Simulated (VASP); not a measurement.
# Re (P6_3/mmc) in VASP: single point with PBE

Aim: the single point of Re with PBE.

All numbers are computed with VASP 6.6.1; they aren't measurements. Logs are shortened: lines on timing, memory, paths and dates and some standing lists are left out, and cuts for length are marked.

## Step 1: The cell of the first run

It takes space group P6_3/mmc (No. 194, hexagonal). Conventional cell: a = 2.760 Å, b = 2.760 Å, c = 4.457 Å, α = 90.00°, β = 90.00°, γ = 120.00°. Re (site symmetry -6m2) has 12 Re at 2.74 to 2.76 Å within 3.6 Å.

## Step 2: Single point, PBE, non-collinear spin, zero start, spin-orbit coupling

Contents of INCAR:

```
SYSTEM = Re
PREC = Accurate
ENCUT = 520
EDIFF = 1E-6
ISMEAR = 0
SIGMA = 0.05
LREAL = .FALSE.
LASPH = .TRUE.
NELM = 150
ALGO = Normal
ISIF = 2
LWAVE = .FALSE.
LCHARG = .TRUE.
MAGMOM = 0 0 0 0 0 0
LORBIT = 11
LSORBIT = .TRUE.
GGA_COMPAT = .FALSE.
LORBMOM = .TRUE.
LMAXMIX = 4
GGA = PE
LVHAR = .TRUE.
NBANDS = 26
```

Contents of KPOINTS:

```
Automatic mesh
0
G
  10 10 6
  0 0 0
```

Contents of POSCAR:

```
Re
1.0
    2.7599992389      0.0000000000      0.0000000000
   -1.3799996195      2.3902294553      0.0000000000
    0.0000000000      0.0000000000      4.4573987709
Re
2
Direct
    0.3333333333      0.6666666667      0.7500000000
    0.6666666667      0.3333333333      0.2500000000
```

Potentials or basis: VASP PAW PBE potentials, release 64 (Re).

On the command line:

```bash
cat potpaw_PBE.64/Re/POTCAR > POTCAR
mpirun -np 1 vasp_ncl > vasp.out
```

OUTCAR:

```text
SYSTEM = Re
   PREC = Accurate
   ENCUT = 520
   EDIFF = 1E-6
   ISMEAR = 0
   LREAL = .FALSE.
   LASPH = .TRUE.
   NELM = 150
   ISIF = 2
   LORBIT = 11
   LSORBIT = .TRUE.
   GGA = PE

 ion  position               nearest neighbor table
   1  0.333  0.667  0.750-   2 2.74   2 2.74   2 2.74   2 2.74   2 2.74   2 2.74
   2  0.667  0.333  0.250-   1 2.74   1 2.74   1 2.74   1 2.74   1 2.74   1 2.74

  LATTYP: Found a hexagonal cell.
 ALAT       =     2.7599992389
 C/A-ratio  =     1.6150000000

  Lattice vectors:

 A1 = (   2.7599992389,   0.0000000000,   0.0000000000)
 A2 = (  -1.3799996195,   2.3902294553,   0.0000000000)
 A3 = (   0.0000000000,   0.0000000000,   4.4573987709)

Analysis of symmetry for initial positions (statically):
=====================================================================
 Subroutine PRICEL returns:
 Original cell was already a primitive cell.

 Routine SETGRP: Setting up the symmetry group for a
 hexagonal supercell.

 Subroutine GETGRP returns: Found 24 space group operations
 (whereof 12 operations were pure point group operations)
 out of a pool of 24 trial point group operations.

The static configuration has the point symmetry D_3d.
 The point group associated with its full space group is D_6h.

Analysis of symmetry for dynamics (positions and initial velocities):
=====================================================================
 Subroutine PRICEL returns:
 Original cell was already a primitive cell.

 Routine SETGRP: Setting up the symmetry group for a
 hexagonal supercell.

 Subroutine GETGRP returns: Found 24 space group operations
 (whereof 12 operations were pure point group operations)
 out of a pool of 24 trial point group operations.

The dynamic configuration has the point symmetry D_3d.
 The point group associated with its full space group is D_6h.

Analysis of structural, dynamic, and magnetic symmetry:
=====================================================================
 Subroutine PRICEL returns:
 Original cell was already a primitive cell.

 Routine SETGRP: Setting up the symmetry group for a
 hexagonal supercell.

 Subroutine GETGRP returns: Found 24 space group operations
 (whereof 12 operations were pure point group operations)
 out of a pool of 24 trial point group operations.

The overall configuration has the point symmetry D_3d.
 The point group associated with its full space group is D_6h.

 Subroutine INISYM returns: Found 24 space group operations
 (whereof 12 operations are pure point group operations),
 and found     1 'primitive' translations

----------------------------------------------------------------------------------------

                                     Primitive cell

  volume of cell :      29.4056

  direct lattice vectors                    reciprocal lattice vectors
     2.759999239  0.000000000  0.000000000     0.362318940  0.209184938  0.000000000
    -1.379999619  2.390229455  0.000000000     0.000000000  0.418369876  0.000000000
     0.000000000  0.000000000  4.457398771     0.000000000  0.000000000  0.224346093

  length of vectors
     2.759999239  2.759999239  4.457398771     0.418369876  0.418369876  0.224346093

  position of ions in fractional coordinates (direct lattice)
     0.333333333  0.666666667  0.750000000
     0.666666667  0.333333333  0.250000000

  ion indices of the primitive-cell ions
   primitive index   ion index
                 1           1
                 2           2

----------------------------------------------------------------------------------------

 KPOINTS: Automatic mesh

Automatic generation of k-mesh.
 Grid dimensions read from file:
 generate k-points for:   10   10    6

 Generating k-lattice:

  Cartesian coordinates                     Fractional coordinates (reciprocal lattice)
     0.036231894  0.020918494  0.000000000     0.100000000  0.000000000  0.000000000
     0.000000000  0.041836988  0.000000000     0.000000000  0.100000000  0.000000000
     0.000000000  0.000000000  0.037391016     0.000000000  0.000000000  0.166666667

  Length of vectors
     0.041836988  0.041836988  0.037391016

  Shift w.r.t. Gamma in fractional coordinates (k-lattice)
     0.000000000  0.000000000  0.000000000

 Subroutine IBZKPT returns following result:
 ===========================================

 Found     56 irreducible k-points:

 Following reciprocal coordinates:
            Coordinates               Weight
  0.000000  0.000000  0.000000      1.000000
  0.100000  0.000000  0.000000      6.000000
  0.200000  0.000000  0.000000      6.000000
  0.300000  0.000000  0.000000      6.000000
[... 33 lines left out ...]
   ISPIN  =      1    spin polarized calculation?
   LNONCOLLINEAR =      T non collinear calculations
   LSORBIT =      T    spin-orbit coupling
   LASPH  =      T    aspherical Exc in radial PAW
   ENCUT  =  520.0 eV  38.22 Ry    6.18 a.u.   5.13  5.13  8.29*2*pi/ulx,y,z
   NELM   =    150;   NELMIN=  2; NELMDL= -5     # of ELM steps
   EDIFF  = 0.1E-05   stopping-criterion for ELM
   LREAL  =      F    real-space projection
[... 7 lines left out ...]
   TEBEG  =    0.0;   TEEND  =   0.0 temperature during run
   PSTRESS=    0.0 pullay stress
   NELECT =      14.0000    total number of electrons
   NUPDOWN=      -1.0000    fix difference up-down
   EMIN   =  10.00;   EMAX   =-10.00  energy-range for DOS
   EFERMI =   0.00;   METHOD = LEGACY
   ISMEAR =     0;   SIGMA  =   0.05  broadening in eV -4-tet -1-fermi 0-gaus
   EFERMI_NEDOS =   21; number of points for ismear=-14 and -15
   IALGO  =     38    algorithm
   IMIX   =      4    mixing-type and parameters
     AMIX     =   0.40;   BMIX     =  1.00
     AMIX_MAG =   1.60;   BMIX_MAG =  1.00
  volume/ion in A,a.u.               =      14.70        99.22
  Fermi-wavevector in a.u.,A,eV,Ry     =   1.278324  2.415681 22.233435  1.634111
  Thomas-Fermi vector in A             =   2.410873
   LORBIT       =     11    0 simple, 1 ext, 2 COOP (PROOUT), +10 PAW based schemes
   GGA     = PE    functional components
   LHFCALC =     F    Hartree Fock is set to
   AEXX    =    0.0000 exact exchange contribution
   IVDW    =     0    specifies the selected vdW correction
   LEPSILON=     F    determine dielectric tensor
   LRPA    =     F    only Hartree local field effects (RPA)
 Gauss-broadening in eV      SIGMA  =   0.05
  energy-cutoff  :      520.00
  volume of cell :       29.41
 maximum number of plane-waves:      1616
 NGX is ok and might be reduce to    24
   NGX = 11   NGY = 11   NGZ = 17

 number of electron      14.0000000 magnetization       0.0000000      0.0000000      0.0000000

 number of electron      14.0000000 magnetization      -0.0000000      0.0000000      0.0000000

 number of electron      14.0000000 magnetization       0.0000000     -0.0000000     -0.0000000

 Free energy of the ion-electron system (eV)
  ---------------------------------------------------
  ext. energy  EPLUGINS =         0.00000000
  ---------------------------------------------------
  free energy    TOTEN  =       -25.51674765 eV

  energy without entropy =      -25.51534068  energy(sigma->0) =      -25.51604417

 E-fermi :   7.8737     XC(G=0): -13.7334

 val. band max:        7.8703449256   @ k =   0.2000   0.1000   0.5000
 cond. band min:       7.9078279884   @ k =   0.2000   0.2000   0.5000
 fundamental gap:      0.0374830627
 Fermi energy:         7.8736544451

 k-point     1 :       0.0000    0.0000    0.0000
  band No.  band energies     occupation
      1      -1.9713      1.00000
      2      -1.9713      1.00000
      3       1.2630      1.00000
      4       1.2630      1.00000
      5       5.9570      1.00000
      6       5.9570      1.00000
[... 685 lines left out ...]
     25      17.8296      0.00000
     26      17.8300      0.00000

 [... further k-points ...]
[... 5 lines left out ...]
  --------------------------------------------------------------------------------------
  -------------------------------------------------------------------------------------
  Total        1.2165562      1.2165562      1.1790117     -0.0000000     -0.0000000      0.0000000
  in kB       66.2846125     66.2846125     64.2389808     -0.0000000     -0.0000000      0.0000000
  external PRESSURE =      65.6027353 kB  Pullay stress =       0.0000000 kB

 VOLUME and BASIS-vectors are now :
 -----------------------------------------------------------------------------
  energy-cutoff  :      520.00
  volume of cell :       29.41
      direct lattice vectors                 reciprocal lattice vectors
     2.759999239  0.000000000  0.000000000     0.362318940  0.209184938  0.000000000
    -1.379999619  2.390229455  0.000000000     0.000000000  0.418369876  0.000000000
     0.000000000  0.000000000  4.457398771     0.000000000  0.000000000  0.224346093

 POSITION                                       TOTAL-FORCE (eV/Angst)
 -----------------------------------------------------------------------------------
     -0.00000      1.59349      3.34305         0.000000      0.000000      0.000000
      1.38000      0.79674      1.11435        -0.000000     -0.000000      0.000000
 -----------------------------------------------------------------------------------
    total drift:                                0.000000     -0.000000      0.000000

  FREE ENERGIE OF THE ION-ELECTRON SYSTEM (eV)
  ---------------------------------------------------
  free  energy   TOTEN  =       -25.5167476524 eV

  energy  without entropy=      -25.5153406789  energy(sigma->0) =      -25.51604417

 orbital moment (x)

 # of ion     p       d       tot
 ----------------------------------------
  1        -0.000  -0.000  -0.000
  2         0.000   0.000   0.000
 ----------------------------------------
           -0.000  -0.000  -0.000

 orbital moment (y)

 # of ion     p       d       tot
 ----------------------------------------
  1         0.000  -0.000  -0.000
  2        -0.000  -0.000  -0.000
 ----------------------------------------
            0.000  -0.000  -0.000

 orbital moment (z)

 # of ion     p       d       tot
 ----------------------------------------
  1         0.000   0.000   0.000
  2         0.000   0.000   0.000
 ----------------------------------------
            0.000   0.000   0.000

 Spin-Orbit-Coupling matrix elements

 Ion:    1  E_soc:     -0.6835212
 l=   1
     0.0000000    -0.0430436    -0.0429628
    -0.0430436     0.0000000    -0.0430436
    -0.0429628    -0.0430436     0.0000000
 l=   2
     0.0000000    -0.0137323     0.0000000    -0.0137323    -0.0568608
    -0.0137323     0.0000000    -0.0433161    -0.0142883    -0.0137323
     0.0000000    -0.0433161     0.0000000    -0.0433161     0.0000000
    -0.0137323    -0.0142883    -0.0433161     0.0000000    -0.0137323
    -0.0568608    -0.0137323     0.0000000    -0.0137323     0.0000000
 l=   3
     0.0000000     0.0000000     0.0000000     0.0000000     0.0000000     0.0000000     0.0000000
     0.0000000     0.0000000     0.0000000     0.0000000     0.0000000     0.0000000     0.0000000
     0.0000000     0.0000000     0.0000000     0.0000000     0.0000000     0.0000000     0.0000000
     0.0000000     0.0000000     0.0000000     0.0000000     0.0000000     0.0000000     0.0000000
     0.0000000     0.0000000     0.0000000     0.0000000     0.0000000     0.0000000     0.0000000
     0.0000000     0.0000000     0.0000000     0.0000000     0.0000000     0.0000000     0.0000000
     0.0000000     0.0000000     0.0000000     0.0000000     0.0000000     0.0000000     0.0000000

 Ion:    2  E_soc:     -0.6835212
 l=   1
     0.0000000    -0.0430436    -0.0429628
    -0.0430436     0.0000000    -0.0430436
    -0.0429628    -0.0430436     0.0000000
 l=   2
     0.0000000    -0.0137323     0.0000000    -0.0137323    -0.0568608
    -0.0137323     0.0000000    -0.0433161    -0.0142883    -0.0137323
     0.0000000    -0.0433161     0.0000000    -0.0433161     0.0000000
    -0.0137323    -0.0142883    -0.0433161     0.0000000    -0.0137323
    -0.0568608    -0.0137323     0.0000000    -0.0137323     0.0000000
 l=   3
     0.0000000     0.0000000     0.0000000     0.0000000     0.0000000     0.0000000     0.0000000
     0.0000000     0.0000000     0.0000000     0.0000000     0.0000000     0.0000000     0.0000000
     0.0000000     0.0000000     0.0000000     0.0000000     0.0000000     0.0000000     0.0000000
     0.0000000     0.0000000     0.0000000     0.0000000     0.0000000     0.0000000     0.0000000
     0.0000000     0.0000000     0.0000000     0.0000000     0.0000000     0.0000000     0.0000000
     0.0000000     0.0000000     0.0000000     0.0000000     0.0000000     0.0000000     0.0000000
     0.0000000     0.0000000     0.0000000     0.0000000     0.0000000     0.0000000     0.0000000

 total charge

# of ion       s       p       d       tot
------------------------------------------
    1        0.627   0.695   4.819   6.140
    2        0.627   0.695   4.819   6.140
--------------------------------------------------
tot          1.253   1.390   9.637  12.280

 magnetization (x)

# of ion       s       p       d       tot
------------------------------------------
    1        0.000   0.000  -0.000  -0.000
    2        0.000   0.000   0.000   0.000
--------------------------------------------------
tot          0.000   0.000  -0.000   0.000

 magnetization (y)

# of ion       s       p       d       tot
------------------------------------------
    1        0.000   0.000   0.000   0.000
    2        0.000   0.000   0.000   0.000
--------------------------------------------------
tot          0.000   0.000   0.000   0.000

 magnetization (z)

# of ion       s       p       d       tot
------------------------------------------
    1        0.000   0.000   0.000   0.000
    2        0.000   0.000   0.000   0.000
--------------------------------------------------
tot          0.000   0.000   0.000   0.000
```

Wall time 2.7 min (1 thread of Intel Xeon Platinum 8375C at 2.90GHz (Ice Lake), shared host); peak memory 0.27 GiB.

What came out:

```yaml
Free_energy: -25.5167 eV
Pressure: 6.6 GPa
Net_moment: 0.00 μB per cell
Valence_electrons_inside_the_program's_atomic_spheres: Re 6.14
```

Moments on the atoms (μB; x, y, z):
```
Re  0.00 0.00 0.00
Re  0.00 0.00 0.00
```
